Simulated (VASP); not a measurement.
# Hf (Fd-3m) in VASP: a series of runs, part 2 of 2

VASP 6.6.1.

## Step 3: Relaxation of cell and atoms, LDA

This run uses another cell than the first one, of 29.08 Å³/atom.

The input, INCAR:

```
SYSTEM = Hf
ALGO = Normal
EDIFF = 1E-7
EDIFFG = -0.01
ENCUT = 500
GGA_COMPAT = .False.
IBRION = 2
ISIF = 3
ISMEAR = 1
LASPH = .True.
LCHARG = .False.
LREAL = .False.
LWAVE = .False.
NELM = 120
NELMIN = 4
NSW = 60
PREC = Accurate
SIGMA = 0.05
```

The input, KPOINTS:

```
k-points
0
Gamma
  7 7 7
  0 0 0
```

The input, POSCAR:

```
Hf
1.0
    0.0000000000      3.0750000000      3.0750000000
    3.0750000000      0.0000000000      3.0750000000
    3.0750000000      3.0750000000      0.0000000000
Hf
2
Direct
    1.0000000000      1.0000000000      1.0000000000
    0.2500000000      0.2500000000      0.2500000000
```

Potentials or basis: VASP PAW LDA potentials, release 64 (Hf_pv).

The run is started by

```bash
$ cat potpaw_LDA.64/Hf_pv/POTCAR > POTCAR
$ mpirun -np 1 vasp_std > vasp.out
```

OUTCAR:

```text
SYSTEM = Hf
   EDIFF = 1E-7
   EDIFFG = -0.01
   ENCUT = 500
   IBRION = 2
   ISIF = 3
   ISMEAR = 1
   LASPH = .True.
   LREAL = .False.
   NELM = 120
   NELMIN = 4
   NSW = 60
   PREC = Accurate

 ion  position               nearest neighbor table
   1  0.000  0.000  0.000-   2 2.66   2 2.66   2 2.66   2 2.66
   2  0.250  0.250  0.250-   1 2.66   1 2.66   1 2.66   1 2.66

  LATTYP: Found a face centered cubic cell.
 ALAT       =     6.1500000000

  Lattice vectors:

 A1 = (   0.0000000000,   3.0750000000,   3.0750000000)
 A2 = (   3.0750000000,   0.0000000000,   3.0750000000)
 A3 = (   3.0750000000,   3.0750000000,   0.0000000000)

Analysis of symmetry for initial positions (statically):
=====================================================================
 Subroutine PRICEL returns:
 Original cell was already a primitive cell.

 Routine SETGRP: Setting up the symmetry group for a
 face centered cubic supercell.

 Subroutine GETGRP returns: Found 48 space group operations
 (whereof 24 operations were pure point group operations)
 out of a pool of 48 trial point group operations.

The static configuration has the point symmetry T_d .
 The point group associated with its full space group is O_h .

Analysis of symmetry for dynamics (positions and initial velocities):
=====================================================================
 Subroutine PRICEL returns:
 Original cell was already a primitive cell.

 Routine SETGRP: Setting up the symmetry group for a
 face centered cubic supercell.

 Subroutine GETGRP returns: Found 48 space group operations
 (whereof 24 operations were pure point group operations)
 out of a pool of 48 trial point group operations.

The dynamic configuration has the point symmetry T_d .
 The point group associated with its full space group is O_h .

 Subroutine INISYM returns: Found 48 space group operations
 (whereof 24 operations are pure point group operations),
 and found     1 'primitive' translations

----------------------------------------------------------------------------------------

                                     Primitive cell

  volume of cell :      58.1521

  direct lattice vectors                    reciprocal lattice vectors
     0.000000000  3.075000000  3.075000000    -0.162601626  0.162601626  0.162601626
     3.075000000  0.000000000  3.075000000     0.162601626 -0.162601626  0.162601626
     3.075000000  3.075000000  0.000000000     0.162601626  0.162601626 -0.162601626

  length of vectors
     4.348706704  4.348706704  4.348706704     0.281634278  0.281634278  0.281634278

  position of ions in fractional coordinates (direct lattice)
     0.000000000  0.000000000  0.000000000
     0.250000000  0.250000000  0.250000000

  ion indices of the primitive-cell ions
   primitive index   ion index
                 1           1
                 2           2

[... 108 lines left out ...]

 Free energy of the ion-electron system (eV)
  ---------------------------------------------------
  ext. energy  EPLUGINS =         0.00000000
  ---------------------------------------------------
  free energy    TOTEN  =       -15.92683896 eV

  energy without entropy =      -15.92656739  energy(sigma->0) =      -15.92674844

------------------------ aborting loop because EDIFF is reached ----------------------------------------

  FORCE on cell =-STRESS in cart. coord.  units (eV):
  Direction    XX          YY          ZZ          XY          YZ          ZX
  --------------------------------------------------------------------------------------
  -------------------------------------------------------------------------------------
  Total        0.1621562      0.1621562      0.1621562      0.0000000      0.0000000      0.0000000
  in kB        4.4676468      4.4676468      4.4676468      0.0000000      0.0000000      0.0000000
  external PRESSURE =       4.4676468 kB  Pullay stress =       0.0000000 kB

 VOLUME and BASIS-vectors are now :
 -----------------------------------------------------------------------------
  energy-cutoff  :      500.00
  volume of cell :       58.15
      direct lattice vectors                 reciprocal lattice vectors
     0.000000000  3.075000000  3.075000000    -0.162601626  0.162601626  0.162601626
     3.075000000  0.000000000  3.075000000     0.162601626 -0.162601626  0.162601626
     3.075000000  3.075000000  0.000000000     0.162601626  0.162601626 -0.162601626

 POSITION                                       TOTAL-FORCE (eV/Angst)
 -----------------------------------------------------------------------------------
      0.00000      0.00000      0.00000         0.000000     -0.000000     -0.000000
      1.53750      1.53750      1.53750        -0.000000      0.000000      0.000000
 -----------------------------------------------------------------------------------
    total drift:                               -0.000000      0.000000      0.000000

  FREE ENERGIE OF THE ION-ELECTRON SYSTEM (eV)
  ---------------------------------------------------
  free  energy   TOTEN  =       -15.9268389612 eV

  energy  without entropy=      -15.9265673924  energy(sigma->0) =      -15.92674844

--------------------------------------- Ionic step        2  -------------------------------------------

 number of electron      20.0000003 magnetization

 Free energy of the ion-electron system (eV)
  ---------------------------------------------------
  ext. energy  EPLUGINS =         0.00000000
  ---------------------------------------------------
  free energy    TOTEN  =       -15.92786788 eV

  energy without entropy =      -15.92702388  energy(sigma->0) =      -15.92758654

 E-fermi :   2.3703     XC(G=0):  -9.9459

 val. band max:        2.3508038615   @ k =  -0.4286   0.4286   0.0000
 cond. band min:       2.3773047036   @ k =  -0.4286   0.1429   0.0000
 fundamental gap:      0.0265008421
 Fermi energy:         2.3702510472

 k-point     1 :       0.0000    0.0000    0.0000
  band No.  band energies     occupation
      1     -28.5038      2.00000
      2     -28.5038      2.00000
      3     -28.5038      2.00000
      4     -27.5632      2.00000
      5     -27.5632      2.00000
      6     -27.5632      2.00000
      7      -3.1383      2.00000
      8       1.6480      2.00000
      9       1.6480      2.00000
     10       2.4805     -0.00778
     11       2.4805     -0.00778
     12       2.4805     -0.00778
     13       4.6702      0.00000
     14       4.6702      0.00000
[... 309 lines left out ...]
      1     -28.7349      2.00000
      2     -28.6953      2.00000
      3     -28.1472      2.00000
      4     -27.9427      2.00000
      5     -27.3575      2.00000
      6     -27.3217      2.00000
      7       0.4126      2.00000
      8       0.6996      2.00000
      9       1.0343      2.00000
     10       1.7688      2.00000
     11       2.5236     -0.00013
     12       3.7484      0.00000
     13       3.7922      0.00000
     14       3.9156      0.00000

------------------------ aborting loop because EDIFF is reached ----------------------------------------

  FORCE on cell =-STRESS in cart. coord.  units (eV):
  Direction    XX          YY          ZZ          XY          YZ          ZX
  --------------------------------------------------------------------------------------
  -------------------------------------------------------------------------------------
  Total        0.0190335      0.0190335      0.0190335      0.0000000      0.0000000      0.0000000
  in kB        0.5182947      0.5182947      0.5182947      0.0000000      0.0000000      0.0000000
  external PRESSURE =       0.5182947 kB  Pullay stress =       0.0000000 kB

 VOLUME and BASIS-vectors are now :
 -----------------------------------------------------------------------------
  energy-cutoff  :      500.00
  volume of cell :       58.84
      direct lattice vectors                 reciprocal lattice vectors
     0.000000000  3.087027626  3.087027626    -0.161968100  0.161968100  0.161968100
     3.087027626  0.000000000  3.087027626     0.161968100 -0.161968100  0.161968100
     3.087027626  3.087027626  0.000000000     0.161968100  0.161968100 -0.161968100

 POSITION                                       TOTAL-FORCE (eV/Angst)
 -----------------------------------------------------------------------------------
      3.08703      3.08703      6.17406        -0.000000     -0.000000     -0.000000
      1.54351      1.54351      1.54351         0.000000      0.000000      0.000000
 -----------------------------------------------------------------------------------
    total drift:                               -0.000000     -0.000000     -0.000000

  FREE ENERGIE OF THE ION-ELECTRON SYSTEM (eV)
  ---------------------------------------------------
  free  energy   TOTEN  =       -15.9278678754 eV

  energy  without entropy=      -15.9270238756  energy(sigma->0) =      -15.92758654

 reached required accuracy - stopping structural energy minimisation
```

OSZICAR:

```text
N       E                     dE             d eps       ncg     rms          rms(c)
DAV:   1     0.506051529184E+02    0.50605E+02   -0.11041E+04   600   0.125E+03
DAV:   2    -0.140193083290E+02   -0.64624E+02   -0.63508E+02   716   0.258E+02
DAV:   3    -0.162410369790E+02   -0.22217E+01   -0.21972E+01   810   0.318E+01
[... 13 lines left out ...]
DAV:   3    -0.159279945054E+02    0.24246E-02   -0.79743E-03   632   0.597E-01    0.145E-01
DAV:   4    -0.159278807207E+02    0.11378E-03   -0.32752E-04   680   0.135E-01    0.713E-02
DAV:   5    -0.159278653048E+02    0.15416E-04   -0.94338E-05   632   0.621E-02    0.280E-02
DAV:   6    -0.159278679252E+02   -0.26204E-05   -0.71132E-06   818   0.149E-02    0.537E-03
DAV:   7    -0.159278678754E+02    0.49844E-07   -0.67964E-08   406   0.184E-03
   2 F= -.15927868E+02 E0= -.15927587E+02  d E =-.102891E-02
```

CONTCAR:

```text
Hf
   1.00000000000000
     0.0000000000000000    3.0870276262297183    3.0870276262297183
     3.0870276262297183    0.0000000000000000    3.0870276262297183
     3.0870276262297183    3.0870276262297183    0.0000000000000000
  Hf
     2
Direct
     1.0000000000000000    1.0000000000000000    0.0000000000000000
     0.2500000000000000    0.2500000000000000    0.2500000000000000

  0.00000000E+00  0.00000000E+00  0.00000000E+00
  0.00000000E+00  0.00000000E+00  0.00000000E+00
```

It took 13 s on 1 thread of AMD EPYC 9R45 (Zen 5), shared host; peak memory 0.13 GiB.

Results:

```
Free energy                           : -15.9279 eV
Relaxed volume                        : 29.42 Å³/atom
Relaxed cell                          : a = 4.366 Å, b = 4.366 Å, c = 4.366 Å, α = 60.00°, β = 60.00°, γ = 60.00°
Space group after relaxing (to 0.1 Å) : Fd-3m (No. 227)
Energy gained by relaxing             : 0.5 meV/atom
Ionic steps                           : 2
Pressure after relaxing               : 0.1 GPa
Band gap on the k mesh                : zero (bands 10 and 11 overlap by 0.46 eV)
```

Step by step:
| step | energy change (eV) | largest force (eV/Å) | pressure (GPa) | volume (Å³) |
| --- | --- | --- | --- | --- |
| 1 | 0.0000 | 0.0000 | 0.45 | 58.15 |
| 2 | -0.0010 | 0.0000 | 0.05 | 58.84 |

Final structure:
```xyz
2
Lattice="0.0000 3.0870 3.0870 3.0870 0.0000 3.0870 3.0870 3.0870 0.0000" Properties=species:S:1:pos:R:3 pbc="T T T"
Hf    3.0870    3.0870    6.1741
Hf    1.5435    1.5435    1.5435
```

Caveat: spin-orbit coupling is left out, which moves the levels of the heavy elements.

The gap in the log of VASP goes by the Fermi energy; the results here count the filled bands.